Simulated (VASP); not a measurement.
Input of a VASP 6.6.1 run:

File INCAR:

```
SYSTEM = PC
PREC = Accurate ; ENCUT = 600
EDIFF = 1E-6 ; ISMEAR = 0
SIGMA = 0.2 ; LREAL = .FALSE.
LASPH = .TRUE. ; NELM = 120
ALGO = Normal ; ISIF = 2
LWAVE = .FALSE. ; LCHARG = .FALSE.
GGA = PE ; NBANDS = 22
GGA_COMPAT = .FALSE.
```

File KPOINTS:

```
regular mesh
0
G
  4 4 4
  0 0 0
```

POSCAR

```
PC
1.0
    3.9579095363      0.0000000000      0.0000000000
    0.0000000000      3.9579095363      0.0000000000
    0.0000000000      0.0000000000      3.9579095363
P C
3 3
Direct
    0.5000000000      0.5000000000      0.0000000000
    0.5000000000      0.0000000000      0.5000000000
    0.0000000000      0.5000000000      0.5000000000
    0.0000000000      0.0000000000      0.5000000000
    0.0000000000      0.5000000000      0.0000000000
    0.5000000000      0.0000000000      0.0000000000
```

Potentials or basis: VASP PAW PBE potentials, release 64 (P, C).

Command:

```sh
$ cat potpaw_PBE.64/P/POTCAR potpaw_PBE.64/C/POTCAR > POTCAR
$ mpirun -np 1 vasp_std > vasp.out
```

Problem. What does it give for the pressure?

Solution. -0.4 GPa.

Caveat: the k points lie up to 0.40 Å⁻¹ apart.
